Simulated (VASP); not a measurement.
# NbSn (P6_3/mmc) in VASP: further runs

The runs below take NbSn through single point, with PBE.

Everything below comes from runs of VASP 6.6.1. Logs are shortened: lines on timing, memory, paths and dates and some standing lists are left out, and cuts for length are marked.

## 1. The cell of the first run

The structure is hexagonal, space group P6_3/mmc (No. 194). Conventional cell: a = 4.081 Å, b = 4.081 Å, c = 5.599 Å, α = 90.00°, β = 90.00°, γ = 120.00°. Within 3.6 Å of Nb (site symmetry -3m) lie 6 Sn at 2.74 Å and 2 Nb at 2.80 Å. Sn (site symmetry -6m2) has 6 Nb at 2.74 Å within 3.6 Å.

## 2. Single point, PBE (volume scaled by 1.02)

INCAR reads:

```
PREC = Accurate ; ENCUT = 520
EDIFF = 1E-6 ; ISMEAR = -1
SIGMA = 0.05 ; LREAL = False
LASPH = True ; NELM = 60
ALGO = Normal ; ISIF = 2
LWAVE = False ; LCHARG = False
GGA = PE ; NBANDS = 35
```

KPOINTS reads:

```
regular mesh
0
Gamma
  8 8 5
```

POSCAR reads:

```
NbSn
1.0
    4.0812095804      0.0000000000      0.0000000000
   -2.0406047902      3.5344311799      0.0000000000
    0.0000000000      0.0000000000      5.5991073893
Nb Sn
2 2
Direct
    0.0000000000      0.0000000000      0.0000000000
    0.0000000000      0.0000000000      0.5000000000
    0.3333333300      0.6666666700      0.2500000000
    0.6666666700      0.3333333300      0.7500000000
```

Potentials or basis: VASP PAW PBE potentials, release 64 (Nb_sv, Sn_d).

On the command line:

```bash
cat potpaw_PBE.64/Nb_sv/POTCAR potpaw_PBE.64/Sn_d/POTCAR > POTCAR
mpirun -np 1 vasp_std > vasp.out
```

OUTCAR:

```text
PREC = Accurate
   ENCUT = 520
   EDIFF = 1E-6
   ISMEAR = -1
   LREAL = False
   LASPH = True
   NELM = 60
   ISIF = 2
   GGA = PE

 ion  position               nearest neighbor table
   1  0.000  0.000  0.000-   3 2.74   4 2.74   4 2.74   3 2.74   4 2.74   3 2.74   2 2.80   2 2.80

   2  0.000  0.000  0.500-   3 2.74   4 2.74   4 2.74   3 2.74   4 2.74   3 2.74   1 2.80   1 2.80

   3  0.333  0.667  0.250-   1 2.74   2 2.74   1 2.74   2 2.74   1 2.74   2 2.74   4 3.66   4 3.66
                             4 3.66   4 3.66   4 3.66   4 3.66
   4  0.667  0.333  0.750-   1 2.74   2 2.74   1 2.74   2 2.74   1 2.74   2 2.74   3 3.66   3 3.66
                             3 3.66   3 3.66   3 3.66   3 3.66

  LATTYP: Found a hexagonal cell.
 ALAT       =     4.0812095804
 C/A-ratio  =     1.3719235141

  Lattice vectors:

 A1 = (   4.0812095804,   0.0000000000,   0.0000000000)
 A2 = (  -2.0406047902,   3.5344311799,   0.0000000000)
 A3 = (   0.0000000000,   0.0000000000,   5.5991073893)

Analysis of symmetry for initial positions (statically):
=====================================================================
 Subroutine PRICEL returns:
 Original cell was already a primitive cell.

 Routine SETGRP: Setting up the symmetry group for a
 hexagonal supercell.

 Subroutine GETGRP returns: Found 24 space group operations
 (whereof 12 operations were pure point group operations)
 out of a pool of 24 trial point group operations.

The static configuration has the point symmetry D_3d.
 The point group associated with its full space group is D_6h.

Analysis of symmetry for dynamics (positions and initial velocities):
=====================================================================
 Subroutine PRICEL returns:
 Original cell was already a primitive cell.

 Routine SETGRP: Setting up the symmetry group for a
 hexagonal supercell.

 Subroutine GETGRP returns: Found 24 space group operations
 (whereof 12 operations were pure point group operations)
 out of a pool of 24 trial point group operations.

The dynamic configuration has the point symmetry D_3d.
 The point group associated with its full space group is D_6h.

 Subroutine INISYM returns: Found 24 space group operations
 (whereof 12 operations are pure point group operations),
 and found     1 'primitive' translations

----------------------------------------------------------------------------------------

                                     Primitive cell

  volume of cell :      80.7657

  direct lattice vectors                    reciprocal lattice vectors
     4.081209580  0.000000000  0.000000000     0.245025398  0.141465479  0.000000000
    -2.040604790  3.534431180  0.000000000     0.000000000  0.282930958  0.000000000
     0.000000000  0.000000000  5.599107389     0.000000000  0.000000000  0.178599896

  length of vectors
     4.081209580  4.081209585  5.599107389     0.282930958  0.282930958  0.178599896

  position of ions in fractional coordinates (direct lattice)
     0.000000000  0.000000000  0.000000000
     0.000000000  0.000000000  0.500000000
     0.333333330  0.666666670  0.250000000
     0.666666670  0.333333330  0.750000000

  ion indices of the primitive-cell ions
   primitive index   ion index
                 1           1
                 2           2
                 3           3
                 4           4

----------------------------------------------------------------------------------------

 KPOINTS: regular mesh

Automatic generation of k-mesh.
 Grid dimensions read from file:
 generate k-points for:    8    8    5

 Generating k-lattice:

  Cartesian coordinates                     Fractional coordinates (reciprocal lattice)
     0.030628175  0.017683185  0.000000000     0.125000000 -0.000000000  0.000000000
     0.000000000  0.035366370  0.000000000     0.000000000  0.125000000  0.000000000
     0.000000000  0.000000000  0.035719979     0.000000000  0.000000000  0.200000000

  Length of vectors
     0.035366370  0.035366370  0.035719979

  Shift w.r.t. Gamma in fractional coordinates (k-lattice)
     0.000000000  0.000000000  0.000000000

 Subroutine IBZKPT returns following result:
 ===========================================

 Found     30 irreducible k-points:

 Following reciprocal coordinates:
            Coordinates               Weight
  0.000000  0.000000  0.000000      1.000000
  0.125000 -0.000000  0.000000      6.000000
  0.250000 -0.000000  0.000000      6.000000
  0.375000 -0.000000  0.000000      6.000000
  0.500000 -0.000000  0.000000      3.000000
  0.125000  0.125000  0.000000      6.000000
[... 16 lines left out ...]
  0.250000 -0.000000  0.400000     12.000000
  0.375000 -0.000000  0.400000     12.000000
 [... further k-points ...]
   k-points           NKPTS =     30   k-points in BZ     NKDIM =     30   number of bands    NBANDS=     35
   number of dos      NEDOS =    301   number of ions     NIONS =      4
   total plane-waves  NPLWV =  37800
   dimension x,y,z NGX =    30 NGY =   30 NGZ =   42
   dimension x,y,z NGXF=    60 NGYF=   60 NGZF=   84
   ions per type =               2   2
   NGX,Y,Z   is equivalent  to a cutoff of  12.22, 12.22, 12.47 a.u.
   NGXF,Y,Z  is equivalent  to a cutoff of  24.44, 24.44, 24.94 a.u.
 SYSTEM =  unknown system
   PREC   = accura    normal or accurate (medium, high low for compatibility)
   ISTART =      0    job   : 0-new  1-cont  2-samecut
   ICHARG =      2    charge: 1-file 2-atom 10-const
   ISPIN  =      1    spin polarized calculation?
   LNONCOLLINEAR =      F non collinear calculations
   LSORBIT =      F    spin-orbit coupling
   LASPH  =      T    aspherical Exc in radial PAW
   ENCUT  =  520.0 eV  38.22 Ry    6.18 a.u.   7.59  7.59 10.41*2*pi/ulx,y,z
   NELM   =     60;   NELMIN=  2; NELMDL= -5     # of ELM steps
   EDIFF  = 0.1E-05   stopping-criterion for ELM
   LREAL  =      F    real-space projection
   EDIFFG = 0.1E-04   stopping-criterion for IOM
   NSW    =      0    number of steps for IOM
   IBRION =     -1    ionic relax: 0-MD 1-quasi-New 2-CG
   NFREE  =      0    steps in history (QN), initial steepest desc. (CG)
   ISIF   =      2    stress and relaxation
   ISYM   =      2    0-nonsym 1-usesym 2-fastsym
   POTIM  = 0.5000    time-step for ionic-motion
   TEBEG  =    0.0;   TEEND  =   0.0 temperature during run
   PSTRESS=    0.0 pullay stress
   NELECT =      54.0000    total number of electrons
   NUPDOWN=      -1.0000    fix difference up-down
   EMIN   =  10.00;   EMAX   =-10.00  energy-range for DOS
   EFERMI =   0.00;   METHOD = LEGACY
   ISMEAR =    -1;   SIGMA  =   0.05  broadening in eV -4-tet -1-fermi 0-gaus
   EFERMI_NEDOS =   21; number of points for ismear=-14 and -15
   IALGO  =     38    algorithm
   IMIX   =      4    mixing-type and parameters
     AMIX     =   0.40;   BMIX     =  1.00
     AMIX_MAG =   1.60;   BMIX_MAG =  1.00
  volume/ion in A,a.u.               =      20.19       136.26
  Fermi-wavevector in a.u.,A,eV,Ry     =   1.431519  2.705178 27.881680  2.049246
  Thomas-Fermi vector in A             =   2.551246
   LORBIT       =      0    0 simple, 1 ext, 2 COOP (PROOUT), +10 PAW based schemes
   GGA     = PE    functional components
   LHFCALC =     F    Hartree Fock is set to
   AEXX    =    0.0000 exact exchange contribution
   IVDW    =     0    specifies the selected vdW correction
   LEPSILON=     F    determine dielectric tensor
   LRPA    =     F    only Hartree local field effects (RPA)
 non-spin polarized calculation
  energy-cutoff  :      520.00
  volume of cell :       80.77
 maximum number of plane-waves:      2191
   NGX = 15   NGY = 15   NGZ = 21

 number of electron      54.0000007 magnetization

 Free energy of the ion-electron system (eV)
  ---------------------------------------------------
  ext. energy  EPLUGINS =         0.00000000
  ---------------------------------------------------
  free energy    TOTEN  =       -25.94395549 eV

  energy without entropy =      -25.92526483  energy(sigma->0) =      -25.93461016

 E-fermi :  10.4939     XC(G=0): -11.7213

 val. band max:       10.4736636283   @ k =   0.3750   0.2500   0.2000
 cond. band min:      10.5495797137   @ k =   0.2500   0.2500   0.2000
 fundamental gap:      0.0759160855
 Fermi energy:        10.4939308046

 k-point     1 :       0.0000    0.0000    0.0000
  band No.  band energies     occupation
      1     -44.3176      2.00000
      2     -44.1843      2.00000
      3     -20.7749      2.00000
      4     -20.5625      2.00000
      5     -20.5625      2.00000
      6     -20.4217      2.00000
[... 27 lines left out ...]
     34      15.2636      0.00000
     35      17.2806      0.00000

 k-point     2 :       0.1250   -0.0000    0.0000
  band No.  band energies     occupation
      1     -44.3172      2.00000
      2     -44.1840      2.00000
      3     -20.7733      2.00000
      4     -20.5694      2.00000
      5     -20.5633      2.00000
      6     -20.4266      2.00000
[... 27 lines left out ...]
     34      15.8777      0.00000
     35      16.8737      0.00000

 k-point     3 :       0.2500   -0.0000    0.0000
  band No.  band energies     occupation
      1     -44.3162      2.00000
      2     -44.1835      2.00000
      3     -20.7696      2.00000
      4     -20.5861      2.00000
      5     -20.5651      2.00000
      6     -20.4383      2.00000
[... 27 lines left out ...]
     34      15.4491      0.00000
     35      16.9014      0.00000
[... 723 lines left out ...]
 k-point    23 :       0.2500   -0.0000    0.4000
  band No.  band energies     occupation
      1     -44.2709      2.00000
      2     -44.2299      2.00000
      3     -20.5356      2.00000
      4     -20.5188      2.00000
      5     -20.4901      2.00000
      6     -20.4769      2.00000
[... 27 lines left out ...]
     34      15.5081      0.00000
     35      16.1160      0.00000

 k-point    24 :       0.3750   -0.0000    0.4000
  band No.  band energies     occupation
      1     -44.2701      2.00000
      2     -44.2292      2.00000
      3     -20.5505      2.00000
      4     -20.5219      2.00000
      5     -20.5034      2.00000
      6     -20.4812      2.00000
[... 27 lines left out ...]
     34      15.7658      0.00000
     35      16.2524      0.00000

 [... further k-points ...]
[... 5 lines left out ...]
  --------------------------------------------------------------------------------------
  -------------------------------------------------------------------------------------
  Total        9.5896045      9.5896046     15.8123238     -0.0000000      0.0000000      0.0000000
  in kB      190.2322108    190.2322114    313.6743856     -0.0000000      0.0000000      0.0000000
  external PRESSURE =     231.3796026 kB  Pullay stress =       0.0000000 kB

 VOLUME and BASIS-vectors are now :
 -----------------------------------------------------------------------------
  energy-cutoff  :      520.00
  volume of cell :       80.77
      direct lattice vectors                 reciprocal lattice vectors
     4.081209580  0.000000000  0.000000000     0.245025398  0.141465479  0.000000000
    -2.040604790  3.534431180  0.000000000     0.000000000  0.282930958  0.000000000
     0.000000000  0.000000000  5.599107389     0.000000000  0.000000000  0.178599896

 POSITION                                       TOTAL-FORCE (eV/Angst)
 -----------------------------------------------------------------------------------
      0.00000      0.00000      0.00000        -0.000000      0.000000     -0.000000
      0.00000      0.00000      2.79955        -0.000000      0.000000     -0.000000
     -0.00000      2.35629      1.39978        -0.000000      0.000000      0.000000
      2.04060      1.17814      4.19933         0.000000      0.000000      0.000000
 -----------------------------------------------------------------------------------
    total drift:                                0.000000      0.000000      0.000000

  FREE ENERGIE OF THE ION-ELECTRON SYSTEM (eV)
  ---------------------------------------------------
  free  energy   TOTEN  =       -25.9439554939 eV

  energy  without entropy=      -25.9252648270  energy(sigma->0) =      -25.93461016
```

It took 48 s on 1 thread of Intel Xeon 6975P-C (Granite Rapids), shared host; peak memory 0.22 GiB.

Results:

| Property | Result |
| --- | --- |
| Free energy | -25.9440 eV |
| Pressure | 23.1 GPa |
| Band gap on the k mesh | zero (band 27 reaches 11.00 eV, above the bottom of band 28 at 10.13 eV) |

Levels at points of the mesh, in eV from the Fermi level:
```tsv
k point	band 25	band 26	band 27	band 28	band 29	band 30
(0.00, 0.00, 0.00)	-1.03	-1.03	0.18	0.18	2.75	2.75
(0.50, 0.00, 0.00)	-1.02	-0.77	-0.15	0.43	0.55	1.26
```

Caveat: spin-orbit coupling is left out, which moves the levels of the heavy elements.

(Part 1 of 2 ends here.)
